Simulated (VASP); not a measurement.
# Sb2C3 (P-3m1) in VASP: a series of runs

Runs on Sb2C3. Level: PBE. Tasks: single point, relaxation of cell and atoms.

Program: VASP 6.6.1. These are calculated values, not measurements. Logs are shortened: lines on timing, memory, paths and dates and some standing lists are left out, and cuts for length are marked.

## 1. The cell of the first run

It takes space group P-3m1 (No. 164, trigonal). The conventional cell has a = 3.415 Å, b = 3.415 Å, c = 7.039 Å, α = 90.00°, β = 90.00°, γ = 120.00°. Within 2.9 Å of Sb (site symmetry 3m) lie 6 C at 2.18 to 2.50 Å. Within 3.5 Å of C (site symmetry -3m) lie 6 Sb at 2.50 Å and 12 C at 3.16 to 3.42 Å. Within 2.9 Å of C (site symmetry 3m) lie 3 Sb at 2.18 Å and 3 C at 2.89 Å.

## 2. Single point, PBE

INCAR

```
SYSTEM = Sb2C3
PREC = Accurate
ENCUT = 520
EDIFF = 1E-6
ISMEAR = 0
SIGMA = 0.1
LREAL = .False.
LASPH = .True.
NELM = 80
ALGO = Normal
ISIF = 2
LWAVE = .False.
LCHARG = .True.
GGA = PE
LELF = .True.
LVHAR = .True.
NBANDS = 19
```

KPOINTS

```
regular mesh
0
Gamma
  6 6 4
  0 0 0
```

POSCAR

```
Sb2C3
1.0
    3.4152809021      0.0000000000      0.0000000000
   -1.7076404511      2.9577200223      0.0000000000
    0.0000000000      0.0000000000      7.0391417345
Sb C
2 3
Direct
    0.3333333333      0.6666666667      0.2187207886
    0.6666666667      0.3333333333      0.7812792114
    0.0000000000      0.0000000000      0.0000000000
    0.3333333333      0.6666666667      0.6499784667
    0.6666666667      0.3333333333      0.3500215333
```

Potentials or basis: VASP PAW PBE potentials, release 64 (Sb, C).

Started as:

```bash
$ cat potpaw_PBE.64/Sb/POTCAR potpaw_PBE.64/C/POTCAR > POTCAR
$ mpirun -np 1 vasp_std > vasp.out
```

OUTCAR:

```text
SYSTEM = Sb2C3
   PREC = Accurate
   ENCUT = 520
   EDIFF = 1E-6
   ISMEAR = 0
   LREAL = .False.
   LASPH = .True.
   NELM = 80
   ISIF = 2
   GGA = PE

 ion  position               nearest neighbor table
   1  0.333  0.667  0.219-   5 2.18   5 2.18   5 2.18   3 2.50   3 2.50   3 2.50   2 3.66   2 3.66
                             2 3.66
   2  0.667  0.333  0.781-   4 2.18   4 2.18   4 2.18   3 2.50   3 2.50   3 2.50   1 3.66   1 3.66
                             1 3.66
   3  0.000  0.000  0.000-   1 2.50   2 2.50   2 2.50   1 2.50   2 2.50   1 2.50
   4  0.333  0.667  0.650-   2 2.18   2 2.18   2 2.18
   5  0.667  0.333  0.350-   1 2.18   1 2.18   1 2.18

  LATTYP: Found a hexagonal cell.
 ALAT       =     3.4152809021
 C/A-ratio  =     2.0610725549

  Lattice vectors:

 A1 = (   3.4152809021,   0.0000000000,   0.0000000000)
 A2 = (  -1.7076404511,   2.9577200223,   0.0000000000)
 A3 = (   0.0000000000,   0.0000000000,   7.0391417345)

Analysis of symmetry for initial positions (statically):
=====================================================================
 Subroutine PRICEL returns:
 Original cell was already a primitive cell.

 Routine SETGRP: Setting up the symmetry group for a
 hexagonal supercell.

 Subroutine GETGRP returns: Found 12 space group operations
 (whereof 12 operations were pure point group operations)
 out of a pool of 24 trial point group operations.

The static configuration has the point symmetry D_3d.

Analysis of symmetry for dynamics (positions and initial velocities):
=====================================================================
 Subroutine PRICEL returns:
 Original cell was already a primitive cell.

 Routine SETGRP: Setting up the symmetry group for a
 hexagonal supercell.

 Subroutine GETGRP returns: Found 12 space group operations
 (whereof 12 operations were pure point group operations)
 out of a pool of 24 trial point group operations.

The dynamic configuration has the point symmetry D_3d.

 Subroutine INISYM returns: Found 12 space group operations
 (whereof 12 operations are pure point group operations),
 and found     1 'primitive' translations

----------------------------------------------------------------------------------------

                                     Primitive cell

  volume of cell :      71.1055

  direct lattice vectors                    reciprocal lattice vectors
     3.415280902  0.000000000  0.000000000     0.292801684  0.169049131  0.000000000
    -1.707640451  2.957720022  0.000000000     0.000000000  0.338098262  0.000000000
     0.000000000  0.000000000  7.039141735     0.000000000  0.000000000  0.142062774

  length of vectors
     3.415280902  3.415280902  7.039141735     0.338098262  0.338098262  0.142062774

  position of ions in fractional coordinates (direct lattice)
     0.333333333  0.666666667  0.218720789
     0.666666667  0.333333333  0.781279211
     0.000000000  0.000000000  0.000000000
     0.333333333  0.666666667  0.649978467
     0.666666667  0.333333333  0.350021533

  ion indices of the primitive-cell ions
   primitive index   ion index
                 1           1
                 2           2
                 3           3
                 4           4
                 5           5

----------------------------------------------------------------------------------------

 KPOINTS: regular mesh

Automatic generation of k-mesh.
 Grid dimensions read from file:
 generate k-points for:    6    6    4

 Generating k-lattice:

  Cartesian coordinates                     Fractional coordinates (reciprocal lattice)
     0.048800281  0.028174855  0.000000000     0.166666667  0.000000000  0.000000000
     0.000000000  0.056349710  0.000000000     0.000000000  0.166666667  0.000000000
     0.000000000  0.000000000  0.035515693     0.000000000  0.000000000  0.250000000

  Length of vectors
     0.056349710  0.056349710  0.035515693

  Shift w.r.t. Gamma in fractional coordinates (k-lattice)
     0.000000000  0.000000000  0.000000000

 Subroutine IBZKPT returns following result:
 ===========================================

 Found     24 irreducible k-points:

 Following reciprocal coordinates:
            Coordinates               Weight
  0.000000  0.000000  0.000000      1.000000
  0.166667  0.000000  0.000000      6.000000
  0.333333  0.000000  0.000000      6.000000
  0.500000  0.000000  0.000000      3.000000
  0.166667  0.166667  0.000000      6.000000
  0.333333  0.166667  0.000000     12.000000
[... 16 lines left out ...]
  0.333333  0.166667  0.500000     12.000000
  0.333333  0.333333  0.500000      2.000000
   k-points           NKPTS =     24   k-points in BZ     NKDIM =     24   number of bands    NBANDS=     19
   number of dos      NEDOS =    301   number of ions     NIONS =      5
   total plane-waves  NPLWV =  42336
   dimension x,y,z NGX =    28 NGY =   28 NGZ =   54
   dimension x,y,z NGXF=    56 NGYF=   56 NGZF=  108
   ions per type =               2   3
   NGX,Y,Z   is equivalent  to a cutoff of  13.63, 13.63, 12.75 a.u.
   NGXF,Y,Z  is equivalent  to a cutoff of  27.26, 27.26, 25.51 a.u.
 SYSTEM =  Sb2C3
   PREC   = accura    normal or accurate (medium, high low for compatibility)
   ISTART =      0    job   : 0-new  1-cont  2-samecut
   ICHARG =      2    charge: 1-file 2-atom 10-const
   ISPIN  =      1    spin polarized calculation?
   LNONCOLLINEAR =      F non collinear calculations
   LSORBIT =      F    spin-orbit coupling
   LASPH  =      T    aspherical Exc in radial PAW
   ENCUT  =  520.0 eV  38.22 Ry    6.18 a.u.   6.35  6.35 13.09*2*pi/ulx,y,z
   NELM   =     80;   NELMIN=  2; NELMDL= -5     # of ELM steps
   EDIFF  = 0.1E-05   stopping-criterion for ELM
   LREAL  =      F    real-space projection
[... 7 lines left out ...]
   TEBEG  =    0.0;   TEEND  =   0.0 temperature during run
   PSTRESS=    0.0 pullay stress
   NELECT =      22.0000    total number of electrons
   NUPDOWN=      -1.0000    fix difference up-down
   EMIN   =  10.00;   EMAX   =-10.00  energy-range for DOS
   EFERMI =   0.00;   METHOD = LEGACY
   ISMEAR =     0;   SIGMA  =   0.10  broadening in eV -4-tet -1-fermi 0-gaus
   EFERMI_NEDOS =   21; number of points for ismear=-14 and -15
   IALGO  =     38    algorithm
   IMIX   =      4    mixing-type and parameters
     AMIX     =   0.40;   BMIX     =  1.00
     AMIX_MAG =   1.60;   BMIX_MAG =  1.00
  volume/ion in A,a.u.               =      14.22        95.97
  Fermi-wavevector in a.u.,A,eV,Ry     =   1.107256  2.092410 16.680954  1.226016
  Thomas-Fermi vector in A             =   2.243768
   LORBIT       =      0    0 simple, 1 ext, 2 COOP (PROOUT), +10 PAW based schemes
   GGA     = PE    functional components
   LHFCALC =     F    Hartree Fock is set to
   AEXX    =    0.0000 exact exchange contribution
   IVDW    =     0    specifies the selected vdW correction
   LEPSILON=     F    determine dielectric tensor
   LRPA    =     F    only Hartree local field effects (RPA)
 non-spin polarized calculation
 Gauss-broadening in eV      SIGMA  =   0.10
  energy-cutoff  :      520.00
  volume of cell :       71.11
 maximum number of plane-waves:      1932
 NGX is ok and might be reduce to    28
   NGX = 13   NGY = 13   NGZ = 27

 number of electron      22.0000000 magnetization

 Free energy of the ion-electron system (eV)
  ---------------------------------------------------
  ext. energy  EPLUGINS =         0.00000000
  ---------------------------------------------------
  free energy    TOTEN  =       -25.71318347 eV

  energy without entropy =      -25.69579998  energy(sigma->0) =      -25.70449172

 E-fermi :   8.1634     XC(G=0): -10.9884

 val. band max:        8.1414344557   @ k =   0.1667   0.0000   0.2500
 cond. band min:       8.1666222384   @ k =   0.3333   0.0000   0.0000
 fundamental gap:      0.0251877827
 Fermi energy:         8.1633987953

 k-point     1 :       0.0000    0.0000    0.0000
  band No.  band energies     occupation
      1      -7.2522      2.00000
      2      -5.6884      2.00000
      3      -2.9476      2.00000
      4       3.0782      2.00000
      5       4.7981      2.00000
      6       6.8312      2.00000
[... 11 lines left out ...]
     18      13.5225      0.00000
     19      14.1897      0.00000

 k-point     2 :       0.1667    0.0000    0.0000
  band No.  band energies     occupation
      1      -6.8110      2.00000
      2      -5.2561      2.00000
      3      -2.6087      2.00000
      4       2.7602      2.00000
      5       4.2972      2.00000
      6       5.0331      2.00000
[... 11 lines left out ...]
     18      13.7886      0.00000
     19      15.2008      0.00000

 k-point     3 :       0.3333    0.0000    0.0000
  band No.  band energies     occupation
      1      -5.5084      2.00000
      2      -4.0063      2.00000
      3      -1.9418      2.00000
      4       0.3676      2.00000
      5       1.8736      2.00000
      6       3.2353      2.00000
[... 11 lines left out ...]
     18      15.1181      0.00000
     19      15.5161      0.00000

 k-point     4 :       0.5000    0.0000    0.0000
  band No.  band energies     occupation
      1      -3.7336      2.00000
      2      -3.1844      2.00000
      3      -2.5536      2.00000
      4      -0.8405      2.00000
      5       0.6256      2.00000
      6       2.0442      2.00000
[... 407 lines left out ...]
     18      14.8083      0.00000
     19      15.7947      0.00000

 k-point    23 :       0.3333    0.1667    0.5000
  band No.  band energies     occupation
      1      -3.8920      2.00000
      2      -3.5830      2.00000
      3      -1.7280      2.00000
      4      -0.6799      2.00000
      5       0.6007      2.00000
      6       2.8224      2.00000
[... 11 lines left out ...]
     18      15.8577      0.00000
     19      16.2115      0.00000

 k-point    24 :       0.3333    0.3333    0.5000
  band No.  band energies     occupation
      1      -2.3816      2.00000
      2      -2.3816      2.00000
      3      -1.9980      2.00000
      4      -1.3621      2.00000
      5      -1.3621      2.00000
      6       1.8157      2.00000
[... 11 lines left out ...]
     18      16.2079      0.00000
     19      16.2571      0.00000

------------------------ aborting loop because EDIFF is reached ----------------------------------------

  FORCE on cell =-STRESS in cart. coord.  units (eV):
  Direction    XX          YY          ZZ          XY          YZ          ZX
  --------------------------------------------------------------------------------------
  -------------------------------------------------------------------------------------
  Total        0.1494157      0.1494157      0.1580077     -0.0000000      0.0000000      0.0000000
  in kB        3.3666941      3.3666941      3.5602932     -0.0000000      0.0000000      0.0000000
  external PRESSURE =       3.4312272 kB  Pullay stress =       0.0000000 kB

 VOLUME and BASIS-vectors are now :
 -----------------------------------------------------------------------------
  energy-cutoff  :      520.00
  volume of cell :       71.11
      direct lattice vectors                 reciprocal lattice vectors
     3.415280902  0.000000000  0.000000000     0.292801684  0.169049131  0.000000000
    -1.707640451  2.957720022  0.000000000     0.000000000  0.338098262  0.000000000
     0.000000000  0.000000000  7.039141735     0.000000000  0.000000000  0.142062774

 POSITION                                       TOTAL-FORCE (eV/Angst)
 -----------------------------------------------------------------------------------
     -0.00000      1.97181      1.53961         0.000000     -0.000000     -0.069335
      1.70764      0.98591      5.49954        -0.000000      0.000000      0.069335
      0.00000      0.00000      0.00000         0.000000      0.000000      0.000000
     -0.00000      1.97181      4.57529         0.000000      0.000000     -0.078623
      1.70764      0.98591      2.46385        -0.000000     -0.000000      0.078623
 -----------------------------------------------------------------------------------
    total drift:                                0.000000      0.000000     -0.000000

  FREE ENERGIE OF THE ION-ELECTRON SYSTEM (eV)
  ---------------------------------------------------
  free  energy   TOTEN  =       -25.7131834665 eV

  energy  without entropy=      -25.6957999805  energy(sigma->0) =      -25.70449172
```

Wall time 53 s (1 thread of Intel Xeon 8259CL, shared host); peak memory 0.2 GiB.

What came out:

```yaml
Free_energy: -25.7132 eV
Pressure: 0.3 GPa
Largest_force: 0.079 eV/Å
Band_gap_on_the_k_mesh: zero (bands 11 and 12 overlap by 1.04 eV)
```

Forces on the atoms (eV/Å):
```
Sb   0.000  0.000 -0.069
Sb   0.000  0.000  0.069
C    0.000  0.000  0.000
C    0.000  0.000 -0.079
C    0.000  0.000  0.079
```

Levels at points of the mesh, in eV from the Fermi level:
| k point | band 7 | band 8 | band 9 | band 10 | band 11 | band 12 | band 13 | band 14 | band 15 | band 16 |
| --- | --- | --- | --- | --- | --- | --- | --- | --- | --- | --- |
| (0.00, 0.00, 0.00) | -1.33 | -0.83 | -0.83 | -0.27 | -0.27 | 1.38 | 1.42 | 2.61 | 3.38 | 4.71 |
| (0.50, 0.00, 0.00) | -3.88 | -2.43 | -1.70 | -1.30 | -0.79 | -0.43 | -0.33 | 3.44 | 3.90 | 6.32 |
| (0.00, 0.00, 0.50) | -1.07 | -0.85 | -0.77 | -0.77 | -0.34 | -0.34 | 2.26 | 3.05 | 3.20 | 4.36 |
| (0.50, 0.00, 0.50) | -3.51 | -3.20 | -3.10 | -2.94 | 0.17 | 0.39 | 0.78 | 2.39 | 4.02 | 6.46 |

Caveat: spin-orbit coupling is left out, which moves the levels of the heavy elements.

## 3. Single point, PBE

This run uses another cell than the first one, of 15.34 Å³/atom.

INCAR

```
PREC = Accurate
ENCUT = 520
EDIFF = 1E-6
ISMEAR = 0
SIGMA = 0.1
LREAL = False
LASPH = True
NELM = 100
ALGO = Normal
ISIF = 2
LWAVE = False
LCHARG = True
GGA = PE
LELF = True
LVHAR = True
NBANDS = 19
```

KPOINTS

```
Automatic mesh
0
Gamma
  6 6 4
```

POSCAR

```
Sb2C3
1.0
    3.8468036503      0.0000000000      0.0000000000
   -1.9234018252      3.3314296845      0.0000000000
    0.0000000000      0.0000000000      5.9850016184
Sb C
2 3
Direct
    0.3333333333      0.6666666667      0.2450000000
    0.6666666667      0.3333333333      0.7550000000
    0.0000000000      0.0000000000      0.0000000000
    0.3333333333      0.6666666667      0.6450000000
    0.6666666667      0.3333333333      0.3550000000
```

Potentials or basis: VASP PAW PBE potentials, release 64 (Sb, C).

Started as:

```bash
$ cat potpaw_PBE.64/Sb/POTCAR potpaw_PBE.64/C/POTCAR > POTCAR
$ mpirun -np 1 vasp_std > vasp.out
```

Run time: 49 s. Hardware: 1 thread of Intel Xeon 8259CL, shared host; peak memory 0.21 GiB.

The run converged. Its results:

```yaml
Free_energy: -25.0575 eV
Pressure: -7.3 GPa
Largest_force: 0.673 eV/Å
Band_gap_on_the_k_mesh: zero (bands 11 and 12 overlap by 1.91 eV)
```

Forces in eV/Å, atoms in the order of the input:
```
Sb   0.000  0.000  0.283
Sb   0.000  0.000 -0.283
C    0.000  0.000  0.000
C    0.000  0.000 -0.673
C    0.000  0.000  0.673
```

Stress tensor (GPa, compression positive):
```
-9.10  0.00  0.00
 0.00 -9.10  0.00
 0.00  0.00 -3.62
```

Levels at points of the mesh, in eV from the Fermi level:
| k point | band 7 | band 8 | band 9 | band 10 | band 11 | band 12 | band 13 | band 14 | band 15 | band 16 |
| --- | --- | --- | --- | --- | --- | --- | --- | --- | --- | --- |
| (0.00, 0.00, 0.00) | -3.07 | -1.22 | -1.22 | -1.10 | -1.10 | -1.07 | -0.38 | 1.82 | 3.62 | 3.62 |
| (0.50, 0.00, 0.00) | -4.90 | -2.33 | -1.92 | -1.41 | -1.31 | -0.60 | 0.88 | 3.09 | 4.52 | 5.96 |
| (0.00, 0.00, 0.50) | -2.92 | -1.77 | -1.41 | -1.41 | -1.03 | -1.03 | 0.47 | 1.69 | 2.18 | 2.18 |
| (0.50, 0.00, 0.50) | -3.72 | -3.71 | -2.79 | -2.78 | 0.40 | 0.43 | 0.85 | 1.07 | 3.86 | 5.41 |

Caveat: the stress differs along the axes, from -9 to -4 GPa; spin-orbit coupling is left out, which moves the levels of the heavy elements.

## 4. Single point, PBE

This run uses another cell than the first one, of 14.27 Å³/atom.

INCAR

```
SYSTEM = Sb2C3
ALGO = Normal
EDIFF = 1E-6
ENCUT = 520
GGA = PE
ISIF = 2
ISMEAR = 0
LASPH = .TRUE.
LCHARG = .FALSE.
LREAL = .FALSE.
LWAVE = .FALSE.
NBANDS = 19
NELM = 80
PREC = Accurate
SIGMA = 0.1
```

KPOINTS

```
k-points
0
G
  12 12 6
  0 0 0
```

POSCAR

```
Sb2C3
1.0
    3.4142991504      0.0000000000      0.0000000000
   -1.7071495752      2.9568698004      0.0000000000
    0.0000000000      0.0000000000      7.0680810573
Sb C
2 3
Direct
    0.3333333333      0.6666666667      0.2190229774
    0.6666666667      0.3333333333      0.7809770226
    0.0000000000      0.0000000000      0.0000000000
    0.3333333333      0.6666666667      0.6513984566
    0.6666666667      0.3333333333      0.3486015434
```

Started as:

```bash
$ cat potpaw_PBE.64/Sb/POTCAR potpaw_PBE.64/C/POTCAR > POTCAR
$ mpirun -np 1 vasp_std > vasp.out
```

It took 2.9 min on 1 thread of Intel Xeon 8259CL, shared host; peak memory 0.27 GiB.

The run converged. Its results:

```
Free energy            : -25.7182 eV
Pressure               : 0.2 GPa
Largest force          : 0.073 eV/Å
Band gap on the k mesh : zero (bands 11 and 12 overlap by 1.03 eV)
```

Forces on the atoms (eV/Å):
```
Sb   0.000  0.000 -0.071
Sb   0.000  0.000  0.071
C    0.000  0.000  0.000
C    0.000  0.000 -0.073
C    0.000  0.000  0.073
```

Stress tensor (GPa, compression positive):
```
0.31 0.00 0.00
0.00 0.31 0.00
0.00 0.00 0.07
```

Levels at points of the mesh, in eV from the Fermi level:
| k point | band 9 | band 10 | band 11 | band 12 | band 13 | band 14 |
| --- | --- | --- | --- | --- | --- | --- |
| (0.00, 0.00, 0.00) | -0.78 | -0.19 | -0.19 | 1.48 | 1.48 | 2.61 |
| (0.50, 0.00, 0.00) | -1.64 | -1.25 | -0.71 | -0.36 | -0.23 | 3.48 |
| (0.00, 0.00, 0.50) | -0.74 | -0.74 | -0.24 | -0.24 | 2.31 | 3.10 |
| (0.50, 0.00, 0.50) | -3.05 | -2.84 | 0.23 | 0.44 | 0.82 | 2.47 |

Caveat: spin-orbit coupling is left out, which moves the levels of the heavy elements.

(Part 1 of 2 ends here.)

The gap in the log of VASP goes by the Fermi energy; the results here count the filled bands.